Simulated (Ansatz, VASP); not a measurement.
HgTe in VASP and in Ansatz

POSCAR

```
HgTe
1.0
    4.5957062383      0.0000000000      0.0000000000
   -2.2978531191      3.9799983507      0.0000000000
    0.0000000000      0.0000000000      7.5474811579
Hg Te
2 2
Direct
    0.3333333333      0.6666666667      0.0004981612
    0.6666666667      0.3333333333      0.5004981612
    0.3333333333      0.6666666667      0.3745018388
    0.6666666667      0.3333333333      0.8745018388
```

File INCAR.step1:

```
ALGO = Normal
EDIFF = 1E-4
ENCUT = 520
GGA = PE
ISMEAR = -1
LASPH = True
LCHARG = False
LREAL = False
LWAVE = True
NBANDS = 26
NELM = 60
PREC = Accurate
SIGMA = 0.02
```

The input INCAR.step2:

```
ALGO = Normal
EDIFF = 1E-6
ENCUT = 520
ISIF = 2
ISMEAR = -1
ISTART = 1
LASPH = True
LCHARG = False
LMIXTAU = True
LREAL = False
LWAVE = False
METAGGA = R2SCAN
NBANDS = 26
NELM = 60
PREC = Accurate
SIGMA = 0.02
```

File KPOINTS:

```
k-points
0
Gamma
  6 6 4
```

Input for Ansatz:

```yaml
crystal:
  lattice:
    - [4.5957062383, 0.0, 0.0]
    - [-2.2978531191, 3.9799983507, 0.0]
    - [0.0, 0.0, 7.5474811579]
  atoms:
    - { symbol: Hg, position: [0.3333333333, 0.6666666667, 0.0004981612] }
    - { symbol: Hg, position: [0.6666666667, 0.3333333333, 0.5004981612] }
    - { symbol: Te, position: [0.3333333333, 0.6666666667, 0.3745018388] }
    - { symbol: Te, position: [0.6666666667, 0.3333333333, 0.8745018388] }
kpoints:
  mp_grid: { grid: [6, 6, 4] }
hamiltonian:
  xc: r2scan
scf:
  occupations: { method: fermi_dirac, width: 0.02 }
  n_extra_bands: 5
output:
  forces: true
  stress: true
  eigenvalues: true
```

Alike in both runs: task single point; functional r2SCAN; k mesh 6 × 6 × 4; occupations fermi-dirac, width 0.02 eV; no spin polarisation.

|  | VASP | Ansatz |
| --- | --- | --- |
| version | VASP 6.6.1 | Ansatz 0.2.0 |
| potentials or method | VASP PAW PBE potentials, release 64 (Hg, Te) | plane waves, PAW |
| plane-wave cutoff (eV) | 520 | 500 |
| valence electrons in the cell | 36 | 72 |

|  | VASP | Ansatz | Ansatz less VASP |
| --- | --- | --- | --- |
| pressure (GPa) | 1.4 | 1.3 | -0.07 |
| rms of the force components (eV/Å) | 0.004 | 0.003 | -0.0007 |

VASP's potentials were made for PBE, not for r2SCAN. Atom by atom the forces differ by 0.001 eV/Å (rms over components). VASP's potentials hold 36 valence electrons a cell and Ansatz's 72, so a difference there can come from the potentials and not from the codes.

Spin-orbit coupling is off throughout.
